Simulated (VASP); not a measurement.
# Be (P6_3/mmc) in VASP: single point with PBEsol

Aim: the single point of Be with PBEsol.

Everything below comes from runs of VASP 6.6.1. Logs are shortened: lines on timing, memory, paths and dates and some standing lists are left out, and cuts for length are marked.

## (1) The cell of the first run

It takes space group P6_3/mmc (No. 194, hexagonal). The conventional cell has a = 2.255 Å, b = 2.255 Å, c = 3.558 Å, α = 90.00°, β = 90.00°, γ = 120.00°. Be (site symmetry -6m2) has 12 Be at 2.20 to 2.25 Å within 2.9 Å.

## (2) Single point, PBEsol

The input, INCAR:

```
SYSTEM = Be
ALGO = Normal
EDIFF = 1E-6
ENCUT = 600
GGA = PS
GGA_COMPAT = .False.
ISIF = 2
ISMEAR = 0
LASPH = .True.
LCHARG = .False.
LREAL = .False.
LWAVE = .False.
NBANDS = 9
NELM = 120
PREC = Accurate
SIGMA = 0.1
```

The input, KPOINTS:

```
k-points
0
Gamma
  9 9 4
  0 0 0
```

The input, POSCAR:

```
Be
1.0
    2.2547857884      0.0000000000      0.0000000000
   -1.1273928942      1.9527017728      0.0000000000
    0.0000000000      0.0000000000      3.5579465302
Be
2
Direct
    0.3333333333      0.6666666667      0.2500000000
    0.6666666667      0.3333333333      0.7500000000
```

Potentials or basis: VASP PAW PBE potentials, release 64 (Be).

Run with:

```
$ cat potpaw_PBE.64/Be/POTCAR > POTCAR
$ mpirun -np 1 vasp_std > vasp.out
```

OUTCAR:

```text
SYSTEM = Be
   EDIFF = 1E-6
   ENCUT = 600
   GGA = PS
   ISIF = 2
   ISMEAR = 0
   LASPH = .True.
   LREAL = .False.
   NELM = 120
   PREC = Accurate

 ion  position               nearest neighbor table
   1  0.333  0.667  0.250-   2 2.20   2 2.20   2 2.20   2 2.20   2 2.20   2 2.20
   2  0.667  0.333  0.750-   1 2.20   1 2.20   1 2.20   1 2.20   1 2.20   1 2.20

  LATTYP: Found a hexagonal cell.
 ALAT       =     2.2547857884
 C/A-ratio  =     1.5779532355

  Lattice vectors:

 A1 = (   2.2547857884,   0.0000000000,   0.0000000000)
 A2 = (  -1.1273928942,   1.9527017728,   0.0000000000)
 A3 = (   0.0000000000,   0.0000000000,   3.5579465302)

Analysis of symmetry for initial positions (statically):
=====================================================================
 Subroutine PRICEL returns:
 Original cell was already a primitive cell.

 Routine SETGRP: Setting up the symmetry group for a
 hexagonal supercell.

 Subroutine GETGRP returns: Found 24 space group operations
 (whereof 12 operations were pure point group operations)
 out of a pool of 24 trial point group operations.

The static configuration has the point symmetry D_3d.
 The point group associated with its full space group is D_6h.

Analysis of symmetry for dynamics (positions and initial velocities):
=====================================================================
 Subroutine PRICEL returns:
 Original cell was already a primitive cell.

 Routine SETGRP: Setting up the symmetry group for a
 hexagonal supercell.

 Subroutine GETGRP returns: Found 24 space group operations
 (whereof 12 operations were pure point group operations)
 out of a pool of 24 trial point group operations.

The dynamic configuration has the point symmetry D_3d.
 The point group associated with its full space group is D_6h.

 Subroutine INISYM returns: Found 24 space group operations
 (whereof 12 operations are pure point group operations),
 and found     1 'primitive' translations

----------------------------------------------------------------------------------------

                                     Primitive cell

  volume of cell :      15.6654

  direct lattice vectors                    reciprocal lattice vectors
     2.254785788  0.000000000  0.000000000     0.443501110  0.256055485  0.000000000
    -1.127392894  1.952701773  0.000000000     0.000000000  0.512110971  0.000000000
     0.000000000  0.000000000  3.557946530     0.000000000  0.000000000  0.281060997

[... 88 lines left out ...]
   NFREE  =      0    steps in history (QN), initial steepest desc. (CG)
   ISIF   =      2    stress and relaxation
   ISYM   =      2    0-nonsym 1-usesym 2-fastsym
   POTIM  = 0.5000    time-step for ionic-motion
   TEBEG  =    0.0;   TEEND  =   0.0 temperature during run
   PSTRESS=    0.0 pullay stress
   NELECT =       4.0000    total number of electrons
   NUPDOWN=      -1.0000    fix difference up-down
   EMIN   =  10.00;   EMAX   =-10.00  energy-range for DOS
   EFERMI =   0.00;   METHOD = LEGACY
   ISMEAR =     0;   SIGMA  =   0.10  broadening in eV -4-tet -1-fermi 0-gaus
   EFERMI_NEDOS =   21; number of points for ismear=-14 and -15
   IALGO  =     38    algorithm
   IMIX   =      4    mixing-type and parameters
     AMIX     =   0.40;   BMIX     =  1.00
     AMIX_MAG =   1.60;   BMIX_MAG =  1.00
  volume/ion in A,a.u.               =       7.83        52.86
  Fermi-wavevector in a.u.,A,eV,Ry     =   1.038599  1.962668 14.676443  1.078688
  Thomas-Fermi vector in A             =   2.173091
   LORBIT       =      0    0 simple, 1 ext, 2 COOP (PROOUT), +10 PAW based schemes
   GGA     = PS    functional components
   LHFCALC =     F    Hartree Fock is set to
   AEXX    =    0.0000 exact exchange contribution
   IVDW    =     0    specifies the selected vdW correction
   LEPSILON=     F    determine dielectric tensor
   LRPA    =     F    only Hartree local field effects (RPA)
 non-spin polarized calculation
 Gauss-broadening in eV      SIGMA  =   0.10
  energy-cutoff  :      600.00
  volume of cell :       15.67
 maximum number of plane-waves:       540
 NGX is ok and might be reduce to    18
   NGX =  9   NGY =  9   NGZ = 15

 number of electron       4.0000000 magnetization

 Free energy of the ion-electron system (eV)
  ---------------------------------------------------
  ext. energy  EPLUGINS =         0.00000000
  ---------------------------------------------------
  free energy    TOTEN  =        -7.98935353 eV

  energy without entropy =       -7.98935351  energy(sigma->0) =       -7.98935352

 E-fermi :   7.0910     XC(G=0): -10.6386

 val. band max:        6.7520933502   @ k =   0.3333   0.0000   0.0000
 cond. band min:       7.4240490269   @ k =   0.3333   0.3333   0.5000
 fundamental gap:      0.6719556767
 Fermi energy:         7.0909870009

 k-point     1 :       0.0000    0.0000    0.0000
  band No.  band energies     occupation
      1      -4.3028      2.00000
      2       2.5813      2.00000
      3       8.2117      0.00000
      4      23.2468      0.00000
      5      23.2468      0.00000
      6      26.0986      0.00000
      7      26.0986      0.00000
      8      28.1380      0.00000
      9      34.3744      0.00000
[... 265 lines left out ...]
 k-point    24 :       0.3333    0.3333    0.2500
  band No.  band energies     occupation
      1       5.2954      2.00000
      2       6.0246      2.00000
      3       6.0246      2.00000
      4      10.8287      0.00000
      5      13.6544      0.00000
      6      13.6544      0.00000
      7      22.2624      0.00000
      8      22.2624      0.00000
      9      23.7752      0.00000

 [... further k-points ...]

------------------------ aborting loop because EDIFF is reached ----------------------------------------

  FORCE on cell =-STRESS in cart. coord.  units (eV):
  Direction    XX          YY          ZZ          XY          YZ          ZX
  --------------------------------------------------------------------------------------
  -------------------------------------------------------------------------------------
  Total        0.1478287      0.1478287     -0.1816485      0.0000000     -0.0000000      0.0000000
  in kB       15.1191955     15.1191955    -18.5781253      0.0000000     -0.0000000      0.0000000
  external PRESSURE =       3.8867552 kB  Pullay stress =       0.0000000 kB

 VOLUME and BASIS-vectors are now :
 -----------------------------------------------------------------------------
  energy-cutoff  :      600.00
  volume of cell :       15.67
      direct lattice vectors                 reciprocal lattice vectors
     2.254785788  0.000000000  0.000000000     0.443501110  0.256055485  0.000000000
    -1.127392894  1.952701773  0.000000000     0.000000000  0.512110971  0.000000000
     0.000000000  0.000000000  3.557946530     0.000000000  0.000000000  0.281060997

 POSITION                                       TOTAL-FORCE (eV/Angst)
 -----------------------------------------------------------------------------------
     -0.00000      1.30180      0.88949        -0.000000      0.000000      0.000000
      1.12739      0.65090      2.66846         0.000000     -0.000000      0.000000
 -----------------------------------------------------------------------------------
    total drift:                                0.000000     -0.000000      0.000000

  FREE ENERGIE OF THE ION-ELECTRON SYSTEM (eV)
  ---------------------------------------------------
  free  energy   TOTEN  =        -7.9893535329 eV

  energy  without entropy=       -7.9893535115  energy(sigma->0) =       -7.98935352
```

Wall time 2.1 s (1 thread of Intel Xeon Platinum 8481C at 2.70GHz (Sapphire Rapids), shared host); peak memory 0.12 GiB.

Results:

| Property | Result |
| --- | --- |
| Free energy | -7.9894 eV |
| Pressure | 0.4 GPa |
| Band gap on the k mesh | zero (bands 2 and 3 overlap by 2.09 eV) |

Caveat: the k points lie up to 0.44 Å⁻¹ apart, too coarse for converged energies and pressures of a metal; the PAW data sets were made with another functional, which shifts forces and pressure a little.
